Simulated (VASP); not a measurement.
# Pt (P-1) in VASP: a series of runs

Aim: see how the results for Pt move with the level of theory and the settings. Levels: PBE, LDA. Tasks: single point.

Program: VASP 6.6.1. These are calculated values, not measurements. Logs are shortened: lines on timing, memory, paths and dates and some standing lists are left out, and cuts for length are marked.

### 1 The cell of the first run

The typed cell holds 1 atom: a = 2.743 Å, b = 2.761 Å, c = 2.721 Å, α = 109.34°, β = 109.59°, γ = 109.30°.

### 2 Single point, PBE

INCAR reads:

```
  PREC = Accurate
  ENCUT = 520
  EDIFF = 1E-6
  ISMEAR = -1
  SIGMA = 0.05
  LREAL = False
  LASPH = True
  NELM = 60
  ALGO = Fast
  ISIF = 2
  LWAVE = False
  LCHARG = False
  GGA = PE
  NBANDS = 11
```

KPOINTS reads:

```
Automatic mesh
0
Gamma
  12 12 12
```

POSCAR reads:

```
Pt
1.0
   -1.5821724000      1.5849819900      1.5846552900
    1.6029151900     -1.5797795700      1.6001956600
    1.5674823500      1.5650895200     -1.5794528700
Pt
1
Direct
    0.0000000000      0.0000000000      0.0000000000
```

Potentials or basis: VASP PAW PBE potentials, release 64 (Pt).

Run with:

```
$ cat potpaw_PBE.64/Pt/POTCAR > POTCAR
$ mpirun -np 1 vasp_std > vasp.out
```

OUTCAR:

```text
PREC = Accurate
   ENCUT = 520
   EDIFF = 1E-6
   ISMEAR = -1
   LREAL = False
   LASPH = True
   NELM = 60
   ISIF = 2
   GGA = PE

 ion  position               nearest neighbor table
   1  0.000  0.000  0.000-

  LATTYP: Found a triclinic cell.
 ALAT       =     7.0502409581
 B/A-ratio  =     0.6343495643
 C/A-ratio  =     0.3891298857
 COS(alpha) =     0.0001609558
 COS(beta)  =     0.2598621991
 COS(gamma) =     0.9480271513

  Lattice vectors:

 A1 = (  -0.0501228900,   6.2949406000,  -3.1744461100)
 A2 = (  -0.0354328400,   3.1448690900,  -3.1796485300)
 A3 = (  -1.5821724000,   1.5849819900,   1.5846552900)

Analysis of symmetry for initial positions (statically):
=====================================================================
 Subroutine PRICEL returns:
 Original cell was already a primitive cell.

 Routine SETGRP: Setting up the symmetry group for a
 triclinic supercell.

 Subroutine GETGRP returns: Found  2 space group operations
 (whereof  2 operations were pure point group operations)
 out of a pool of  2 trial point group operations.

The static configuration has the point symmetry S_2 .

Analysis of symmetry for dynamics (positions and initial velocities):
=====================================================================
 Subroutine PRICEL returns:
 Original cell was already a primitive cell.

 Routine SETGRP: Setting up the symmetry group for a
 triclinic supercell.

 Subroutine GETGRP returns: Found  2 space group operations
 (whereof  2 operations were pure point group operations)
 out of a pool of  2 trial point group operations.

The dynamic configuration has the point symmetry S_2 .

 Subroutine INISYM returns: Found  2 space group operations
 (whereof  2 operations are pure point group operations),
 and found     1 'primitive' translations

----------------------------------------------------------------------------------------

                                     Primitive cell

  volume of cell :      15.9025

  direct lattice vectors                    reciprocal lattice vectors
    -1.582172400  1.584981990  1.584655290    -0.000582431  0.316932687  0.313472524
     1.602915190 -1.579779570  1.600195660     0.313381304  0.000946240  0.311943852
     1.567482350  1.565089520 -1.579452870     0.316912558  0.318935271 -0.002585014

  length of vectors
     2.743459458  2.761460980  2.720510520     0.445770895  0.442173839  0.449622018

  position of ions in fractional coordinates (direct lattice)
     0.000000000  0.000000000  0.000000000

  ion indices of the primitive-cell ions
   primitive index   ion index
                 1           1

----------------------------------------------------------------------------------------

 KPOINTS: Automatic mesh

Automatic generation of k-mesh.
 Grid dimensions read from file:
 generate k-points for:   12   12   12

 Generating k-lattice:

  Cartesian coordinates                     Fractional coordinates (reciprocal lattice)
    -0.000048536  0.026411057  0.026122710     0.083333333 -0.000000000  0.000000000
     0.026115109  0.000078853  0.025995321    -0.000000000  0.083333333  0.000000000
     0.026409380  0.026577939 -0.000215418    -0.000000000  0.000000000  0.083333333

  Length of vectors
     0.037147575  0.036847820  0.037468501

  Shift w.r.t. Gamma in fractional coordinates (k-lattice)
     0.000000000  0.000000000  0.000000000

 Subroutine IBZKPT returns following result:
 ===========================================

 Found    868 irreducible k-points:

 Following reciprocal coordinates:
            Coordinates               Weight
  0.000000  0.000000  0.000000      1.000000
  0.083333  0.000000 -0.000000      2.000000
  0.166667  0.000000 -0.000000      2.000000
  0.250000  0.000000 -0.000000      2.000000
  0.333333 -0.000000 -0.000000      2.000000
  0.416667  0.000000 -0.000000      2.000000
[... 16 lines left out ...]
  0.250000  0.166667 -0.000000      2.000000
  0.333333  0.166667 -0.000000      2.000000
 [... further k-points ...]
   k-points           NKPTS =    868   k-points in BZ     NKDIM =    868   number of bands    NBANDS=     11
   number of dos      NEDOS =    301   number of ions     NIONS =      1
   total plane-waves  NPLWV =   9600
   dimension x,y,z NGX =    20 NGY =   24 NGZ =   20
   dimension x,y,z NGXF=    40 NGYF=   48 NGZF=   40
   ions per type =               1
   NGX,Y,Z   is equivalent  to a cutoff of  12.12, 14.45, 12.22 a.u.
   NGXF,Y,Z  is equivalent  to a cutoff of  24.24, 28.90, 24.44 a.u.
 SYSTEM =  unknown system
   PREC   = accura    normal or accurate (medium, high low for compatibility)
   ISTART =      0    job   : 0-new  1-cont  2-samecut
   ICHARG =      2    charge: 1-file 2-atom 10-const
   ISPIN  =      1    spin polarized calculation?
   LNONCOLLINEAR =      F non collinear calculations
   LSORBIT =      F    spin-orbit coupling
   LASPH  =      T    aspherical Exc in radial PAW
   ENCUT  =  520.0 eV  38.22 Ry    6.18 a.u.   5.10  5.13  5.06*2*pi/ulx,y,z
   NELM   =     60;   NELMIN=  2; NELMDL= -5     # of ELM steps
   EDIFF  = 0.1E-05   stopping-criterion for ELM
   LREAL  =      F    real-space projection
   EDIFFG = 0.1E-04   stopping-criterion for IOM
   NSW    =      0    number of steps for IOM
   IBRION =     -1    ionic relax: 0-MD 1-quasi-New 2-CG
   NFREE  =      0    steps in history (QN), initial steepest desc. (CG)
   ISIF   =      2    stress and relaxation
   ISYM   =      2    0-nonsym 1-usesym 2-fastsym
   POTIM  = 0.5000    time-step for ionic-motion
   TEBEG  =    0.0;   TEEND  =   0.0 temperature during run
   PSTRESS=    0.0 pullay stress
   NELECT =      10.0000    total number of electrons
   NUPDOWN=      -1.0000    fix difference up-down
   EMIN   =  10.00;   EMAX   =-10.00  energy-range for DOS
   EFERMI =   0.00;   METHOD = LEGACY
   ISMEAR =    -1;   SIGMA  =   0.05  broadening in eV -4-tet -1-fermi 0-gaus
   EFERMI_NEDOS =   21; number of points for ismear=-14 and -15
   IALGO  =     68    algorithm
   IMIX   =      4    mixing-type and parameters
     AMIX     =   0.40;   BMIX     =  1.00
     AMIX_MAG =   1.60;   BMIX_MAG =  1.00
  volume/ion in A,a.u.               =      15.90       107.32
  Fermi-wavevector in a.u.,A,eV,Ry     =   1.402556  2.650446 26.764870  1.967162
  Thomas-Fermi vector in A             =   2.525306
   LORBIT       =      0    0 simple, 1 ext, 2 COOP (PROOUT), +10 PAW based schemes
   GGA     = PE    functional components
   LHFCALC =     F    Hartree Fock is set to
   AEXX    =    0.0000 exact exchange contribution
   IVDW    =     0    specifies the selected vdW correction
   LEPSILON=     F    determine dielectric tensor
   LRPA    =     F    only Hartree local field effects (RPA)
 non-spin polarized calculation
 RMM-DIIS sequential band-by-band and
  energy-cutoff  :      520.00
  volume of cell :       15.90
 maximum number of plane-waves:       443
   NGX = 11   NGY = 11   NGZ = 11

 number of electron      10.0000000 magnetization

 number of electron       9.9999999 magnetization

 Free energy of the ion-electron system (eV)
  ---------------------------------------------------
  ext. energy  EPLUGINS =         0.00000000
  ---------------------------------------------------
  free energy    TOTEN  =        -6.01738818 eV

  energy without entropy =       -6.01105421  energy(sigma->0) =       -6.01422120

 E-fermi :  10.0149     XC(G=0): -13.1651

 val. band max:       10.0145332562   @ k =  -0.4167   0.5000   0.4167
 cond. band min:      10.0396125268   @ k =  -0.2500  -0.2500   0.2500
 fundamental gap:      0.0250792706
 Fermi energy:        10.0148874015

 k-point     1 :       0.0000    0.0000    0.0000
  band No.  band energies     occupation
      1       0.6552      2.00000
      2       6.5126      2.00000
      3       6.6430      2.00000
      4       6.7629      2.00000
      5       9.0514      2.00000
      6       9.1490      2.00000
      7      26.9914      0.00000
      8      27.2239      0.00000
      9      27.3403      0.00000
     10      37.0924      0.00000
     11      37.1545      0.00000

 k-point     2 :       0.0833    0.0000   -0.0000
  band No.  band energies     occupation
      1       0.9334      2.00000
      2       6.4474      2.00000
      3       6.6915      2.00000
      4       6.8895      2.00000
      5       8.9614      2.00000
      6       9.1187      2.00000
      7      27.2243      0.00000
      8      27.4027      0.00000
      9      27.6242      0.00000
     10      34.3620      0.00000
     11      34.8712      0.00000

 k-point     3 :       0.1667    0.0000   -0.0000
  band No.  band energies     occupation
      1       1.7108      2.00000
      2       6.2077      2.00000
      3       6.6248      2.00000
      4       7.5221      2.00000
      5       8.7486      2.00000
      6       9.1422      2.00000
      7      26.9863      0.00000
      8      27.1957      0.00000
      9      28.7313      0.00000
     10      32.5651      0.00000
     11      32.8212      0.00000

 k-point     4 :       0.2500    0.0000   -0.0000
  band No.  band energies     occupation
      1       2.7410      2.00000
      2       5.8623      2.00000
      3       6.6795      2.00000
      4       8.5006      2.00000
      5       8.7014      2.00000
      6       9.2109      2.00000
      7      24.4703      0.00000
      8      26.1217      0.00000
      9      30.4557      0.00000
     10      31.5483      0.00000
     11      32.5459      0.00000

 k-point     5 :       0.3333   -0.0000   -0.0000
  band No.  band energies     occupation
      1       3.4484      2.00000
      2       5.5296      2.00000
      3       7.4265      2.00000
      4       8.8601      2.00000
      5       9.3028      2.00000
      6       9.6622      1.99827
      7      21.0440      0.00000
      8      24.7222      0.00000
      9      28.7680      0.00000
     10      32.4501      0.00000
     11      33.4224      0.00000
[... 211 lines left out ...]
 k-point    21 :       0.0833    0.1667   -0.0000
  band No.  band energies     occupation
      1       2.3780      2.00000
      2       6.0614      2.00000
      3       6.3951      2.00000
      4       8.2716      2.00000
      5       8.6007      2.00000
      6       9.2593      2.00000
      7      25.7173      0.00000
      8      26.7161      0.00000
      9      29.1706      0.00000
     10      30.7342      0.00000
     11      33.1386      0.00000

 k-point    22 :       0.1667    0.1667   -0.0000
  band No.  band energies     occupation
      1       3.3448      2.00000
      2       6.0182      2.00000
      3       6.0435      2.00000
      4       8.5478      2.00000
      5       9.2944      2.00000
      6       9.5083      1.99992
      7      23.7545      0.00000
      8      25.3014      0.00000
      9      28.4637      0.00000
     10      29.7779      0.00000
     11      34.3821      0.00000

 k-point    23 :       0.2500    0.1667   -0.0000
  band No.  band energies     occupation
      1       4.0773      2.00000
      2       5.6873      2.00000
      3       6.4431      2.00000
      4       8.6964      2.00000
      5       9.4214      1.99999
      6      10.9444      0.00000
      7      20.7870      0.00000
      8      23.7267      0.00000
      9      26.9536      0.00000
     10      31.0057      0.00000
     11      35.2934      0.00000

 k-point    24 :       0.3333    0.1667   -0.0000
  band No.  band energies     occupation
      1       4.2147      2.00000
      2       5.4793      2.00000
      3       7.3331      2.00000
      4       8.8982      2.00000
      5       9.6033      1.99947
      6      12.5840      0.00000
      7      17.7969      0.00000
      8      22.4969      0.00000
      9      25.9383      0.00000
     10      32.4287      0.00000
     11      34.6041      0.00000

 [... further k-points ...]

------------------------ aborting loop because EDIFF is reached ----------------------------------------

  FORCE on cell =-STRESS in cart. coord.  units (eV):
  Direction    XX          YY          ZZ          XY          YZ          ZX
  --------------------------------------------------------------------------------------
  -------------------------------------------------------------------------------------
  Total       -0.1665644     -0.2002792     -0.1373022      0.1365287     -0.0561354     -0.1939147
  in kB      -16.7814204    -20.1781927    -13.8332425     13.7553147     -5.6556577    -19.5369679
  external PRESSURE =     -16.9309519 kB  Pullay stress =       0.0000000 kB

 VOLUME and BASIS-vectors are now :
 -----------------------------------------------------------------------------
  energy-cutoff  :      520.00
  volume of cell :       15.90
      direct lattice vectors                 reciprocal lattice vectors
    -1.582172400  1.584981990  1.584655290    -0.000582431  0.316932687  0.313472524
     1.602915190 -1.579779570  1.600195660     0.313381304  0.000946240  0.311943852
     1.567482350  1.565089520 -1.579452870     0.316912558  0.318935271 -0.002585014

 POSITION                                       TOTAL-FORCE (eV/Angst)
 -----------------------------------------------------------------------------------
      0.00000      0.00000      0.00000         0.000000      0.000000      0.000000
 -----------------------------------------------------------------------------------
    total drift:                                0.000000      0.000000     -0.000000

  FREE ENERGIE OF THE ION-ELECTRON SYSTEM (eV)
  ---------------------------------------------------
  free  energy   TOTEN  =        -6.0173881757 eV

  energy  without entropy=       -6.0110542145  energy(sigma->0) =       -6.01422120
```

It took 92 s on 1 thread of Intel Xeon Platinum 8259CL at 2.50GHz (Skylake/Cascade Lake), shared host; peak memory 0.26 GiB.

Results:

```
Free energy            : -6.0174 eV
Pressure               : -1.7 GPa
Band gap on the k mesh : zero (band 5 reaches 11.13 eV, above the bottom of band 6 at 8.94 eV)
```

Caveat: spin-orbit coupling is left out, which moves the levels of the heavy elements.

[end of part 1 of 2]
